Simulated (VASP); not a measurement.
# Bi2Te3 (R-3m) in VASP: further runs

Bi2Te3 is run at these levels: PBE; tasks: single point.

Program: VASP 6.6.1. These are calculated values, not measurements. Logs are shortened: lines on timing, memory, paths and dates and some standing lists are left out, and cuts for length are marked.

**Measured values to compare with.**

“Vacancy and Antisite-Induced Ferromagnetism in Liquid-Phase Exfoliated Bi2Te3”, 2024, arxiv:2412.10539 quotes, for a bulk crystal of Bi2Te3: band gap 0.17 eV.

How close the calculation comes is told below.

**1. The cell of the first run**

It takes space group R-3m (No. 166, trigonal). Conventional cell: a = 4.444 Å, b = 4.444 Å, c = 30.898 Å, α = 90.00°, β = 90.00°, γ = 120.00°. Within 4.1 Å of Bi (site symmetry 3m) lie 6 Te at 3.11 to 3.29 Å. Within 4.7 Å of Te (site symmetry -3m) lie 6 Bi at 3.29 Å and 12 Te at 4.44 to 4.61 Å. Within 4.1 Å of Te (site symmetry 3m) lie 3 Bi at 3.11 Å and 3 Te at 3.69 Å.

**2. Single point, PBE**

INCAR reads:

```
SYSTEM = Bi2Te3
PREC     = Accurate       ! precision mode
ENCUT    = 520            ! plane-wave cutoff, eV
EDIFF    = 1E-6           ! SCF threshold, eV
ISMEAR   = 0              ! smearing method
SIGMA    = 0.01           ! smearing width, eV
LREAL    = .FALSE.        ! projectors in reciprocal space
LASPH    = .TRUE.         ! aspherical terms in the spheres
NELM     = 100            ! most SCF steps
ALGO     = Normal         ! electronic algorithm
ISIF     = 2              ! what is computed and relaxed
LWAVE    = .FALSE.        ! write WAVECAR
LCHARG   = .FALSE.        ! write CHGCAR
GGA      = PE             ! functional
NBANDS   = 32             ! bands
```

KPOINTS reads:

```
Automatic mesh
0
G
  6 6 6
  0 0 0
```

POSCAR reads:

```
Bi2Te3
1.0
    2.2218585726      1.2827906446     10.2994407828
   -2.2218585726      1.2827906446     10.2994407828
    0.0000000000     -2.5655812893     10.2994407828
Bi Te
2 3
Direct
    0.4000000000      0.4000000000      0.4000000000
    0.6000000000      0.6000000000      0.6000000000
    0.0000000000      0.0000000000      0.0000000000
    0.2095000000      0.2095000000      0.2095000000
    0.7905000000      0.7905000000      0.7905000000
```

Potentials or basis: VASP PAW PBE potentials, release 64 (Bi_d, Te).

Run with:

```bash
cat potpaw_PBE.64/Bi_d/POTCAR potpaw_PBE.64/Te/POTCAR > POTCAR
mpirun -np 1 vasp_std > vasp.out
```

OUTCAR:

```text
SYSTEM = Bi2Te3
   PREC = Accurate
   ENCUT = 520
   EDIFF = 1E-6
   ISMEAR = 0
   LREAL = .FALSE.
   LASPH = .TRUE.
   NELM = 100
   ISIF = 2
   GGA = PE

 ion  position               nearest neighbor table
   1  0.400  0.400  0.400-   5 3.11   5 3.11   5 3.11   3 3.29   3 3.29   3 3.29
   2  0.600  0.600  0.600-   4 3.11   4 3.11   4 3.11   3 3.29   3 3.29   3 3.29
   3  0.000  0.000  0.000-   2 3.29   1 3.29   2 3.29   2 3.29   1 3.29   1 3.29
   4  0.209  0.209  0.209-   2 3.11   2 3.11   2 3.11
   5  0.791  0.791  0.791-   1 3.11   1 3.11   1 3.11

  LATTYP: Found a trigonal (rhomboedric) cell.
 ALAT       =    10.6141739101
 COS(alpha) =     0.9123624112

  Lattice vectors:

 A1 = (   2.2218585726,   1.2827906446,  10.2994407828)
 A2 = (  -2.2218585726,   1.2827906446,  10.2994407828)
 A3 = (   0.0000000000,  -2.5655812893,  10.2994407828)

Analysis of symmetry for initial positions (statically):
=====================================================================
 Subroutine PRICEL returns:
 Original cell was already a primitive cell.

 Routine SETGRP: Setting up the symmetry group for a
 trigonal (rhombohedral) supercell.

 Subroutine GETGRP returns: Found 12 space group operations
 (whereof 12 operations were pure point group operations)
 out of a pool of 12 trial point group operations.

The static configuration has the point symmetry D_3d.

Analysis of symmetry for dynamics (positions and initial velocities):
=====================================================================
 Subroutine PRICEL returns:
 Original cell was already a primitive cell.

 Routine SETGRP: Setting up the symmetry group for a
 trigonal (rhombohedral) supercell.

 Subroutine GETGRP returns: Found 12 space group operations
 (whereof 12 operations were pure point group operations)
 out of a pool of 12 trial point group operations.

The dynamic configuration has the point symmetry D_3d.

 Subroutine INISYM returns: Found 12 space group operations
 (whereof 12 operations are pure point group operations),
 and found     1 'primitive' translations

----------------------------------------------------------------------------------------

                                     Primitive cell

  volume of cell :     176.1315

  direct lattice vectors                    reciprocal lattice vectors
     2.221858573  1.282790645 10.299440783     0.225036826  0.129925072  0.032364217
[... 92 lines left out ...]
   EDIFF  = 0.1E-05   stopping-criterion for ELM
   LREAL  =      F    real-space projection
   EDIFFG = 0.1E-04   stopping-criterion for IOM
   NSW    =      0    number of steps for IOM
   IBRION =     -1    ionic relax: 0-MD 1-quasi-New 2-CG
   NFREE  =      0    steps in history (QN), initial steepest desc. (CG)
   ISIF   =      2    stress and relaxation
   ISYM   =      2    0-nonsym 1-usesym 2-fastsym
   POTIM  = 0.5000    time-step for ionic-motion
   TEBEG  =    0.0;   TEEND  =   0.0 temperature during run
   PSTRESS=    0.0 pullay stress
   NELECT =      48.0000    total number of electrons
   NUPDOWN=      -1.0000    fix difference up-down
   EMIN   =  10.00;   EMAX   =-10.00  energy-range for DOS
   EFERMI =   0.00;   METHOD = LEGACY
   ISMEAR =     0;   SIGMA  =   0.01  broadening in eV -4-tet -1-fermi 0-gaus
   EFERMI_NEDOS =   21; number of points for ismear=-14 and -15
   IALGO  =     38    algorithm
   IMIX   =      4    mixing-type and parameters
     AMIX     =   0.40;   BMIX     =  1.00
     AMIX_MAG =   1.60;   BMIX_MAG =  1.00
  volume/ion in A,a.u.               =      35.23       237.72
  Fermi-wavevector in a.u.,A,eV,Ry     =   1.061393  2.005742 15.327712  1.126555
  Thomas-Fermi vector in A             =   2.196807
   LORBIT       =      0    0 simple, 1 ext, 2 COOP (PROOUT), +10 PAW based schemes
   GGA     = PE    functional components
   LHFCALC =     F    Hartree Fock is set to
   AEXX    =    0.0000 exact exchange contribution
   IVDW    =     0    specifies the selected vdW correction
   LEPSILON=     F    determine dielectric tensor
   LRPA    =     F    only Hartree local field effects (RPA)
 non-spin polarized calculation
 Gauss-broadening in eV      SIGMA  =   0.01
  energy-cutoff  :      520.00
  volume of cell :      176.13
 maximum number of plane-waves:      4764
   NGX = 39   NGY = 39   NGZ = 39

 number of electron      47.9999995 magnetization

 Free energy of the ion-electron system (eV)
  ---------------------------------------------------
  ext. energy  EPLUGINS =         0.00000000
  ---------------------------------------------------
  free energy    TOTEN  =       -18.37256100 eV

  energy without entropy =      -18.37256100  energy(sigma->0) =      -18.37256100

 E-fermi :   5.7821     XC(G=0):  -9.1548

 val. band max:        5.7031014796   @ k =   0.0000   0.0000   0.0000
 cond. band min:       6.0059382107   @ k =   0.0000   0.0000   0.0000
 fundamental gap:      0.3028367311
 Fermi energy:         5.7820857869

 k-point     1 :       0.0000    0.0000    0.0000
  band No.  band energies     occupation
      1     -17.4461      2.00000
      2     -17.4461      2.00000
      3     -17.4451      2.00000
      4     -17.4451      2.00000
      5     -17.4402      2.00000
      6     -17.4391      2.00000
[... 829 lines left out ...]
     31      10.1945      0.00000
     32      11.0932      0.00000

 [... further k-points ...]

------------------------ aborting loop because EDIFF is reached ----------------------------------------

  FORCE on cell =-STRESS in cart. coord.  units (eV):
  Direction    XX          YY          ZZ          XY          YZ          ZX
  --------------------------------------------------------------------------------------
  -------------------------------------------------------------------------------------
  Total       -0.0116198     -0.0116198     -0.3359344      0.0000000      0.0000000      0.0000000
  in kB       -0.1056993     -0.1056993     -3.0558214      0.0000000      0.0000000      0.0000000
  external PRESSURE =      -1.0890733 kB  Pullay stress =       0.0000000 kB

 VOLUME and BASIS-vectors are now :
 -----------------------------------------------------------------------------
  energy-cutoff  :      520.00
  volume of cell :      176.13
      direct lattice vectors                 reciprocal lattice vectors
     2.221858573  1.282790645 10.299440783     0.225036826  0.129925072  0.032364217
    -2.221858573  1.282790645 10.299440783    -0.225036826  0.129925072  0.032364217
     0.000000000 -2.565581289 10.299440783     0.000000000 -0.259850144  0.032364217

 POSITION                                       TOTAL-FORCE (eV/Angst)
 -----------------------------------------------------------------------------------
      0.00000     -0.00000     12.35933         0.000000     -0.000000      0.112126
      0.00000     -0.00000     18.53899         0.000000      0.000000     -0.112126
      0.00000      0.00000      0.00000         0.000000      0.000000     -0.000000
      0.00000     -0.00000      6.47320         0.000000     -0.000000      0.258454
      0.00000     -0.00000     24.42512         0.000000      0.000000     -0.258454
 -----------------------------------------------------------------------------------
    total drift:                               -0.000000     -0.000000     -0.000000

  FREE ENERGIE OF THE ION-ELECTRON SYSTEM (eV)
  ---------------------------------------------------
  free  energy   TOTEN  =       -18.3725609972 eV

  energy  without entropy=      -18.3725609972  energy(sigma->0) =      -18.37256100
```

OSZICAR:

```text
N       E                     dE             d eps       ncg     rms          rms(c)
DAV:   1     0.430697377729E+03    0.43070E+03   -0.21600E+04  2048   0.144E+03
DAV:   2     0.258333494675E+02   -0.40486E+03   -0.38826E+03  2168   0.372E+02
DAV:   3    -0.168409926970E+02   -0.42674E+02   -0.41098E+02  2656   0.134E+02
DAV:   4    -0.185882140336E+02   -0.17472E+01   -0.17412E+01  2224   0.295E+01
DAV:   5    -0.186721702529E+02   -0.83956E-01   -0.83948E-01  3016   0.632E+00    0.705E+00
DAV:   6    -0.183582515858E+02    0.31392E+00   -0.39863E-01  2696   0.483E+00    0.521E+00
DAV:   7    -0.183687687695E+02   -0.10517E-01   -0.21275E-01  2592   0.196E+00    0.147E+00
DAV:   8    -0.183720781458E+02   -0.33094E-02   -0.29158E-02  2264   0.907E-01    0.585E-01
DAV:   9    -0.183721805310E+02   -0.10239E-03   -0.18946E-03  2632   0.339E-01    0.310E-01
DAV:  10    -0.183725179882E+02   -0.33746E-03   -0.94727E-04  2232   0.144E-01    0.588E-02
DAV:  11    -0.183725509152E+02   -0.32927E-04   -0.55172E-05  2568   0.418E-02    0.303E-02
DAV:  12    -0.183725590424E+02   -0.81272E-05   -0.15569E-05  1976   0.194E-02    0.111E-02
DAV:  13    -0.183725611568E+02   -0.21144E-05   -0.31174E-06  2056   0.133E-02    0.342E-03
DAV:  14    -0.183725609972E+02    0.15961E-06   -0.31944E-07  1416   0.461E-03
   1 F= -.18372561E+02 E0= -.18372561E+02  d E =-.210581E-31
```

stdout:

```text
POSCAR found type information on POSCAR BiTe
 POSCAR found :  2 types and       5 ions
 scaLAPACK will be used
 LDA part: xc-table for (Slater+PW92), standard interpolation
 POSCAR, INCAR and KPOINTS ok, starting setup
 FFT: planning ... GRIDC
 FFT: planning ... GRID_SOFT
 FFT: planning ... GRID
 WAVECAR not read
 entering main loop
```

Wall time 13 min (1 thread of Intel Xeon Platinum 8488C (Sapphire Rapids), shared host); peak memory 0.95 GiB.

Results:

```yaml
Free_energy: -18.3726 eV
Pressure: -0.1 GPa
Largest_force: 0.258 eV/Å
Band_gap_on_the_k_mesh: 0.30 eV
```

Forces on the atoms (eV/Å):
```
Bi   0.000  0.000  0.112
Bi   0.000  0.000 -0.112
Te   0.000  0.000  0.000
Te   0.000  0.000  0.258
Te   0.000  0.000 -0.258
```

Stress tensor (GPa, compression positive):
```
-0.01  0.00  0.00
 0.00 -0.01  0.00
 0.00  0.00 -0.31
```

Caveat: spin-orbit coupling is left out, which moves the levels of the heavy elements.

**3. Single point, PBE**

This run uses another cell than the first one, of 36.24 Å³/atom.

INCAR reads:

```
PREC = Accurate
ENCUT = 520
EDIFF = 1E-6
ISMEAR = 0
SIGMA = 0.01
LREAL = False
LASPH = True
NELM = 100
ALGO = Normal
ISIF = 2
LWAVE = False
LCHARG = True
GGA = PE
LELF = True
LVHAR = True
NBANDS = 32
```

KPOINTS reads:

```
regular mesh
0
Gamma
  6 6 6
```

POSCAR: that of step 2 with these lines changed.

```diff
@@ -2,5 +2,5 @@
 1.0
-    2.2218585726      1.2827906446     10.2994407828
-   -2.2218585726      1.2827906446     10.2994407828
-    0.0000000000     -2.5655812893     10.2994407828
+    2.2430204040      1.2950084337     10.3975365989
+   -2.2430204040      1.2950084337     10.3975365989
+    0.0000000000     -2.5900168675     10.3975365989
 Bi Te
```

Potentials or basis: VASP PAW PBE potentials, release 64 (Bi_d, Te).

Run with:

```bash
cat potpaw_PBE.64/Bi_d/POTCAR potpaw_PBE.64/Te/POTCAR > POTCAR
mpirun -np 1 vasp_std > vasp.out
```

Wall time 13 min (1 thread of Intel Xeon Platinum 8488C (Sapphire Rapids), shared host); peak memory 0.95 GiB.

Results (log left out):

- Free energy: -18.3498 eV
- Pressure: -1.3 GPa
- Largest force: 0.413 eV/Å
- Band gap on the k mesh: 0.32 eV

Forces in eV/Å, atoms in the order of the input:
```
Bi   0.000  0.000  0.176
Bi   0.000  0.000 -0.176
Te   0.000  0.000  0.000
Te   0.000  0.000  0.413
Te   0.000  0.000 -0.413
```

Stress tensor (GPa, compression positive):
```
-1.22  0.00  0.00
 0.00 -1.22  0.00
 0.00  0.00 -1.59
```

Levels at points of the mesh, in eV from the valence-band top:
```tsv
k point	band 22	band 23	band 24	band 25	band 26	band 27
(0.00, 0.00, 0.00)	-0.71	-0.71	0.00	0.32	0.75	0.75
(0.50, 0.00, 0.00)	-2.12	-0.75	-0.44	0.64	1.14	2.63
(0.50, 0.50, 0.00)	-1.64	-1.32	-0.82	0.96	1.57	2.01
(0.50, 0.50, 0.50)	-0.97	-0.97	-0.42	0.87	1.18	1.18
```

Caveat: spin-orbit coupling is left out, which moves the levels of the heavy elements. A k mesh can miss the band edges.

**4. How close it comes**

Step 2. A measured gap of Bi2Te3 is 0.17 eV (quoted in “Vacancy and Antisite-Induced Ferromagnetism in Liquid-Phase Exfoliated Bi2Te3”, 2024, arxiv:2412.10539); the calculated 0.30 eV misses it by +0.13 eV. Spin-orbit coupling on Bi, Te is left out. The value is that of PBE on a finite k mesh, which can miss the band edges, without temperature or zero-point motion.
